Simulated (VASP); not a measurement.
# NaTlS2 (P-4m2) in VASP: further runs

NaTlS2 is run at these levels: PBE, HSE06, PBE-based screened hybrid; tasks: single point.

All numbers are computed with VASP 6.6.1; they aren't measurements. Logs are shortened: lines on timing, memory, paths and dates and some standing lists are left out, and cuts for length are marked.

## Step 1: The cell of the first run

Symmetry: P-4m2, No. 115, tetragonal system. The conventional cell has a = 4.104 Å, b = 4.104 Å, c = 6.639 Å, α = 90.00°, β = 90.00°, γ = 90.00°. Na (site symmetry -4m2) has 4 S at 2.73 Å within 3.6 Å. S (site symmetry 2mm) has 2 Tl at 2.55 Å and 2 Na at 2.73 Å within 3.4 Å. Within 3.4 Å of Tl (site symmetry -4m2) lie 4 S at 2.55 Å.

## Step 2: Single point, PBE

Input file INCAR:

```
PREC     = Accurate       # precision mode
ENCUT    = 520            # plane-wave cutoff, eV
EDIFF    = 1E-6           # SCF threshold, eV
ISMEAR   = 0              # smearing method
SIGMA    = 0.01           # smearing width, eV
LREAL    = F              # projectors in reciprocal space
LASPH    = T              # aspherical terms in the spheres
NELM     = 100            # most SCF steps
ALGO     = Normal         # electronic algorithm
ISIF     = 2              # what is computed and relaxed
LWAVE    = F              # write WAVECAR
LCHARG   = F              # write CHGCAR
GGA      = PE             # functional
NBANDS   = 24             # bands
```

Input file KPOINTS:

```
regular mesh
0
Gamma
  4 4 4
```

Input file POSCAR:

```
NaTlS2
1.0
    4.1044901738      0.0000000000      0.0000000000
    0.0000000000      4.1044901738      0.0000000000
    0.0000000000      0.0000000000      6.6389352781
Na S Tl
1 2 1
Direct
    0.0000000000      0.0000000000      0.0000000000
    0.0000000000      0.5000000000      0.2708669250
    0.5000000000      0.0000000000      0.7291330750
    0.5000000000      0.5000000000      0.5000000000
```

Potentials or basis: VASP PAW PBE potentials, release 64 (Na_pv, S, Tl_d).

Started as:

```
$ cat potpaw_PBE.64/Na_pv/POTCAR potpaw_PBE.64/S/POTCAR potpaw_PBE.64/Tl_d/POTCAR > POTCAR
$ mpirun -np 1 vasp_std > vasp.out
```

OUTCAR:

```text
PREC = Accurate
   ENCUT = 520
   EDIFF = 1E-6
   ISMEAR = 0
   LREAL = F
   LASPH = T
   NELM = 100
   ISIF = 2
   GGA = PE

 ion  position               nearest neighbor table
   1  0.000  0.000  0.000-   2 2.73   3 2.73   2 2.73   3 2.73
   2  0.000  0.500  0.271-   4 2.55   4 2.55   1 2.73   1 2.73
   3  0.500  0.000  0.729-   4 2.55   4 2.55   1 2.73   1 2.73
   4  0.500  0.500  0.500-   2 2.55   3 2.55   3 2.55   2 2.55

  LATTYP: Found a simple tetragonal cell.
 ALAT       =     4.1044901738
 C/A-ratio  =     1.6174810992

  Lattice vectors:

 A1 = (   4.1044901738,   0.0000000000,   0.0000000000)
 A2 = (   0.0000000000,   4.1044901738,   0.0000000000)
 A3 = (   0.0000000000,   0.0000000000,   6.6389352781)

Analysis of symmetry for initial positions (statically):
=====================================================================
 Subroutine PRICEL returns:
 Original cell was already a primitive cell.

 Routine SETGRP: Setting up the symmetry group for a
 simple tetragonal supercell.

 Subroutine GETGRP returns: Found  8 space group operations
 (whereof  8 operations were pure point group operations)
 out of a pool of 16 trial point group operations.

The static configuration has the point symmetry D_2d.

Analysis of symmetry for dynamics (positions and initial velocities):
=====================================================================
 Subroutine PRICEL returns:
 Original cell was already a primitive cell.

 Routine SETGRP: Setting up the symmetry group for a
 simple tetragonal supercell.

 Subroutine GETGRP returns: Found  8 space group operations
 (whereof  8 operations were pure point group operations)
 out of a pool of 16 trial point group operations.

The dynamic configuration has the point symmetry D_2d.

 Subroutine INISYM returns: Found  8 space group operations
 (whereof  8 operations are pure point group operations),
 and found     1 'primitive' translations

----------------------------------------------------------------------------------------

                                     Primitive cell

  volume of cell :     111.8451

  direct lattice vectors                    reciprocal lattice vectors
     4.104490174  0.000000000  0.000000000     0.243635618  0.000000000  0.000000000
     0.000000000  4.104490174  0.000000000     0.000000000  0.243635618  0.000000000
     0.000000000  0.000000000  6.638935278     0.000000000  0.000000000  0.150626563

  length of vectors
     4.104490174  4.104490174  6.638935278     0.243635618  0.243635618  0.150626563

  position of ions in fractional coordinates (direct lattice)
     0.000000000  0.000000000  0.000000000
     0.000000000  0.500000000  0.270866925
     0.500000000  0.000000000  0.729133075
     0.500000000  0.500000000  0.500000000

  ion indices of the primitive-cell ions
   primitive index   ion index
                 1           1
                 2           2
                 3           3
                 4           4

----------------------------------------------------------------------------------------

 KPOINTS: regular mesh

Automatic generation of k-mesh.
 Grid dimensions read from file:
 generate k-points for:    4    4    4

 Generating k-lattice:

  Cartesian coordinates                     Fractional coordinates (reciprocal lattice)
     0.060908904  0.000000000  0.000000000     0.250000000  0.000000000  0.000000000
     0.000000000  0.060908904  0.000000000     0.000000000  0.250000000  0.000000000
     0.000000000  0.000000000  0.037656641     0.000000000  0.000000000  0.250000000

  Length of vectors
     0.060908904  0.060908904  0.037656641

  Shift w.r.t. Gamma in fractional coordinates (k-lattice)
     0.000000000  0.000000000  0.000000000

 Subroutine IBZKPT returns following result:
 ===========================================

 Found     18 irreducible k-points:

 Following reciprocal coordinates:
            Coordinates               Weight
  0.000000  0.000000  0.000000      1.000000
  0.250000  0.000000  0.000000      4.000000
  0.500000  0.000000  0.000000      2.000000
  0.250000  0.250000  0.000000      4.000000
  0.500000  0.250000  0.000000      4.000000
  0.500000  0.500000  0.000000      1.000000
[... 10 lines left out ...]
  0.500000  0.250000  0.500000      4.000000
  0.500000  0.500000  0.500000      1.000000
   k-points           NKPTS =     18   k-points in BZ     NKDIM =     18   number of bands    NBANDS=     24
   number of dos      NEDOS =    301   number of ions     NIONS =      4
   total plane-waves  NPLWV =  51200
   dimension x,y,z NGX =    32 NGY =   32 NGZ =   50
   dimension x,y,z NGXF=    64 NGYF=   64 NGZF=  100
   ions per type =               1   2   1
   NGX,Y,Z   is equivalent  to a cutoff of  12.96, 12.96, 12.52 a.u.
   NGXF,Y,Z  is equivalent  to a cutoff of  25.92, 25.92, 25.04 a.u.
 SYSTEM =  unknown system
   PREC   = accura    normal or accurate (medium, high low for compatibility)
   ISTART =      0    job   : 0-new  1-cont  2-samecut
   ICHARG =      2    charge: 1-file 2-atom 10-const
   ISPIN  =      1    spin polarized calculation?
   LNONCOLLINEAR =      F non collinear calculations
   LSORBIT =      F    spin-orbit coupling
   LASPH  =      T    aspherical Exc in radial PAW
   ENCUT  =  520.0 eV  38.22 Ry    6.18 a.u.   7.63  7.63 12.34*2*pi/ulx,y,z
   NELM   =    100;   NELMIN=  2; NELMDL= -5     # of ELM steps
   EDIFF  = 0.1E-05   stopping-criterion for ELM
   LREAL  =      F    real-space projection
   EDIFFG = 0.1E-04   stopping-criterion for IOM
   NSW    =      0    number of steps for IOM
   IBRION =     -1    ionic relax: 0-MD 1-quasi-New 2-CG
   NFREE  =      0    steps in history (QN), initial steepest desc. (CG)
   ISIF   =      2    stress and relaxation
   ISYM   =      2    0-nonsym 1-usesym 2-fastsym
   POTIM  = 0.5000    time-step for ionic-motion
   TEBEG  =    0.0;   TEEND  =   0.0 temperature during run
   PSTRESS=    0.0 pullay stress
   NELECT =      32.0000    total number of electrons
   NUPDOWN=      -1.0000    fix difference up-down
   EMIN   =  10.00;   EMAX   =-10.00  energy-range for DOS
   EFERMI =   0.00;   METHOD = LEGACY
   ISMEAR =     0;   SIGMA  =   0.01  broadening in eV -4-tet -1-fermi 0-gaus
   EFERMI_NEDOS =   21; number of points for ismear=-14 and -15
   IALGO  =     38    algorithm
   IMIX   =      4    mixing-type and parameters
     AMIX     =   0.40;   BMIX     =  1.00
     AMIX_MAG =   1.60;   BMIX_MAG =  1.00
  volume/ion in A,a.u.               =      27.96       188.69
  Fermi-wavevector in a.u.,A,eV,Ry     =   1.078746  2.038534 15.833004  1.163693
  Thomas-Fermi vector in A             =   2.214693
   LORBIT       =      0    0 simple, 1 ext, 2 COOP (PROOUT), +10 PAW based schemes
   GGA     = PE    functional components
   LHFCALC =     F    Hartree Fock is set to
   AEXX    =    0.0000 exact exchange contribution
   IVDW    =     0    specifies the selected vdW correction
   LEPSILON=     F    determine dielectric tensor
   LRPA    =     F    only Hartree local field effects (RPA)
 non-spin polarized calculation
 Gauss-broadening in eV      SIGMA  =   0.01
  energy-cutoff  :      520.00
  volume of cell :      111.85
 maximum number of plane-waves:      3033
 NGX is ok and might be reduce to    32
   NGX = 15   NGY = 15   NGZ = 25

 number of electron      32.0000002 magnetization

 Free energy of the ion-electron system (eV)
  ---------------------------------------------------
  ext. energy  EPLUGINS =         0.00000000
  ---------------------------------------------------
  free energy    TOTEN  =       -13.88241380 eV

  energy without entropy =      -13.88241380  energy(sigma->0) =      -13.88241380

 E-fermi :   1.5305     XC(G=0):  -8.0652

 val. band max:        1.4744348199   @ k =   0.0000   0.0000   0.0000
 cond. band min:       2.2751097040   @ k =   0.0000   0.0000   0.0000
 fundamental gap:      0.8006748841
 Fermi energy:         1.5305459349

 k-point     1 :       0.0000    0.0000    0.0000
  band No.  band energies     occupation
      1     -20.7269      2.00000
      2     -20.7269      2.00000
      3     -20.6779      2.00000
      4     -10.4962      2.00000
      5     -10.3939      2.00000
      6      -9.0994      2.00000
[... 16 lines left out ...]
     23       9.3616      0.00000
     24      11.4828      0.00000

 k-point     2 :       0.2500    0.0000    0.0000
  band No.  band energies     occupation
      1     -20.7320      2.00000
      2     -20.7266      2.00000
      3     -20.6768      2.00000
      4     -10.4368      2.00000
      5     -10.3798      2.00000
      6      -9.0944      2.00000
[... 16 lines left out ...]
     23       9.1988      0.00000
     24      11.6326      0.00000

 k-point     3 :       0.5000    0.0000    0.0000
  band No.  band energies     occupation
      1     -20.7371      2.00000
      2     -20.7263      2.00000
      3     -20.6758      2.00000
      4     -10.4220      2.00000
      5     -10.3438      2.00000
      6      -9.0893      2.00000
[... 16 lines left out ...]
     23       9.0862      0.00000
     24      10.9433      0.00000

 k-point     4 :       0.2500    0.2500    0.0000
  band No.  band energies     occupation
      1     -20.7317      2.00000
      2     -20.7316      2.00000
      3     -20.6758      2.00000
      4     -10.3898      2.00000
      5     -10.3698      2.00000
      6      -9.0654      2.00000
[... 16 lines left out ...]
     23       9.6734      0.00000
     24      10.1108      0.00000

 k-point     5 :       0.5000    0.2500    0.0000
  band No.  band energies     occupation
      1     -20.7366      2.00000
      2     -20.7313      2.00000
      3     -20.6748      2.00000
      4     -10.3857      2.00000
      5     -10.3373      2.00000
      6      -9.0259      2.00000
[... 289 lines left out ...]
 k-point    16 :       0.2500    0.2500    0.5000
  band No.  band energies     occupation
      1     -20.7317      2.00000
      2     -20.7316      2.00000
      3     -20.6758      2.00000
      4     -10.3963      2.00000
      5     -10.3580      2.00000
      6      -9.0657      2.00000
[... 16 lines left out ...]
     23       9.9135      0.00000
     24      10.2186      0.00000

 k-point    17 :       0.5000    0.2500    0.5000
  band No.  band energies     occupation
      1     -20.7366      2.00000
      2     -20.7313      2.00000
      3     -20.6748      2.00000
      4     -10.3882      2.00000
      5     -10.3371      2.00000
      6      -9.0262      2.00000
[... 16 lines left out ...]
     23      10.2745      0.00000
     24      10.4629      0.00000

 k-point    18 :       0.5000    0.5000    0.5000
  band No.  band energies     occupation
      1     -20.7362      2.00000
      2     -20.7362      2.00000
      3     -20.6738      2.00000
      4     -10.3505      2.00000
      5     -10.3505      2.00000
      6      -8.9315      2.00000
[... 16 lines left out ...]
     23       9.6593      0.00000
     24       9.8599      0.00000

------------------------ aborting loop because EDIFF is reached ----------------------------------------

  FORCE on cell =-STRESS in cart. coord.  units (eV):
  Direction    XX          YY          ZZ          XY          YZ          ZX
  --------------------------------------------------------------------------------------
  -------------------------------------------------------------------------------------
  Total        0.9349565      0.9349565      0.8521731      0.0000000      0.0000000      0.0000000
  in kB       13.3932230     13.3932230     12.2073543      0.0000000      0.0000000      0.0000000
  external PRESSURE =      12.9979334 kB  Pullay stress =       0.0000000 kB

 VOLUME and BASIS-vectors are now :
 -----------------------------------------------------------------------------
  energy-cutoff  :      520.00
  volume of cell :      111.85
      direct lattice vectors                 reciprocal lattice vectors
     4.104490174  0.000000000  0.000000000     0.243635618  0.000000000  0.000000000
     0.000000000  4.104490174  0.000000000     0.000000000  0.243635618  0.000000000
     0.000000000  0.000000000  6.638935278     0.000000000  0.000000000  0.150626563

 POSITION                                       TOTAL-FORCE (eV/Angst)
 -----------------------------------------------------------------------------------
      0.00000      0.00000      0.00000        -0.000000     -0.000000      0.000000
      0.00000      2.05225      1.79827        -0.000000     -0.000000     -0.134777
      2.05225      0.00000      4.84067         0.000000     -0.000000      0.134777
      2.05225      2.05225      3.31947        -0.000000      0.000000      0.000000
 -----------------------------------------------------------------------------------
    total drift:                                0.000000      0.000000     -0.000000

  FREE ENERGIE OF THE ION-ELECTRON SYSTEM (eV)
  ---------------------------------------------------
  free  energy   TOTEN  =       -13.8824138017 eV

  energy  without entropy=      -13.8824138017  energy(sigma->0) =      -13.88241380
```

Run time: 17 s. Hardware: 1 thread of Intel Xeon 6975P-C (Granite Rapids), shared host; peak memory 0.24 GiB.

What came out:

```
Free energy            : -13.8824 eV
Pressure               : 1.3 GPa
Largest force          : 0.135 eV/Å
Band gap on the k mesh : 0.80 eV, direct
```

Forces in eV/Å, atoms in the order of the input:
```
Na   0.000  0.000  0.000
S    0.000  0.000 -0.135
S    0.000  0.000  0.135
Tl   0.000  0.000  0.000
```

Stress tensor (GPa, compression positive):
```
1.34 0.00 0.00
0.00 1.34 0.00
0.00 0.00 1.22
```

Caveat: spin-orbit coupling is left out, which moves the levels of the heavy elements.

## Step 3: Single point, HSE06

POSCAR is that of step 2.

Input file INCAR.step1:

```
PREC     = Accurate       # precision mode
ENCUT    = 520            # plane-wave cutoff, eV
EDIFF    = 1E-5           # SCF threshold, eV
ISMEAR   = 0              # smearing method
SIGMA    = 0.01           # smearing width, eV
LREAL    = False          # projectors in reciprocal space
LASPH    = True           # aspherical terms in the spheres
NELM     = 100            # most SCF steps
ALGO     = Normal         # electronic algorithm
ISIF     = 2              # what is computed and relaxed
LWAVE    = True           # write WAVECAR
LCHARG   = False          # write CHGCAR
NBANDS   = 24             # bands
GGA      = PE             # functional
```

Input file INCAR.step2:

```
PREC     = Accurate       # precision mode
ENCUT    = 520            # plane-wave cutoff, eV
EDIFF    = 1E-7           # SCF threshold, eV
ISMEAR   = 0              # smearing method
SIGMA    = 0.01           # smearing width, eV
LREAL    = False          # projectors in reciprocal space
LASPH    = True           # aspherical terms in the spheres
NELM     = 100            # most SCF steps
ALGO     = Normal         # electronic algorithm
ISIF     = 2              # what is computed and relaxed
LWAVE    = False          # write WAVECAR
LCHARG   = False          # write CHGCAR
GGA      = PE             # functional
LHFCALC  = True           # exact exchange
HFSCREEN = 0.2079         # screening, 1/A
PRECFOCK = Normal       
NBANDS   = 24             # bands
ISTART   = 1
```

Input file KPOINTS:

```
regular mesh
0
Gamma
  4 4 2
```

Potentials or basis: VASP PAW PBE potentials, release 64 (Na_pv, S, Tl_d).

Started as:

```
$ cat potpaw_PBE.64/Na_pv/POTCAR potpaw_PBE.64/S/POTCAR potpaw_PBE.64/Tl_d/POTCAR > POTCAR
$ cp INCAR.step1 INCAR
$ mpirun -np 1 vasp_std > vasp.out
$ cp INCAR.step2 INCAR
$ mpirun -np 1 vasp_std > vasp.out
```

Wall time 14 min (1 thread of Intel Xeon 6975P-C (Granite Rapids), shared host); peak memory 0.37 GiB.

The run converged. Its results:

| Property | Result |
| --- | --- |
| Free energy | -16.7542 eV |
| Pressure | -0.3 GPa |
| Largest force | 0.180 eV/Å |
| Band gap on the k mesh | 1.70 eV, direct |

Forces in eV/Å, atoms in the order of the input:
```
Na   0.000  0.000  0.000
S    0.000  0.000  0.180
S    0.000  0.000 -0.180
Tl   0.000  0.000  0.000
```

Stress tensor (GPa, compression positive):
```
-0.25  0.00  0.00
 0.00 -0.25  0.00
 0.00  0.00 -0.46
```

Levels at points of the mesh, in eV from the valence-band top:
```tsv
k point	band 12	band 13	band 14	band 15	band 16	band 17	band 18	band 19	band 20	band 21
(0.00, 0.00, 0.00)	-1.39	-1.39	-0.35	0.00	0.00	1.70	4.56	6.54	8.11	8.11
(0.50, 0.00, 0.00)	-2.43	-1.52	-1.34	-0.83	-0.15	3.22	6.96	6.99	7.62	8.04
(0.50, 0.50, 0.00)	-2.38	-1.72	-1.70	-1.70	-1.04	3.44	5.00	5.00	7.97	9.43
(0.00, 0.00, 0.50)	-1.31	-1.31	-1.23	-0.12	-0.12	2.86	4.56	7.00	7.67	8.51
(0.50, 0.00, 0.50)	-2.85	-1.04	-0.82	-0.75	-0.15	2.46	6.15	7.41	7.67	8.25
(0.50, 0.50, 0.50)	-2.60	-1.78	-1.78	-1.43	-1.39	4.23	5.99	5.99	8.10	8.32
```

Caveat: the k points lie up to 0.47 Å⁻¹ apart; the PAW data sets were made with another functional, which shifts forces and pressure a little; spin-orbit coupling is left out, which moves the levels of the heavy elements.

[end of part 1 of 2]
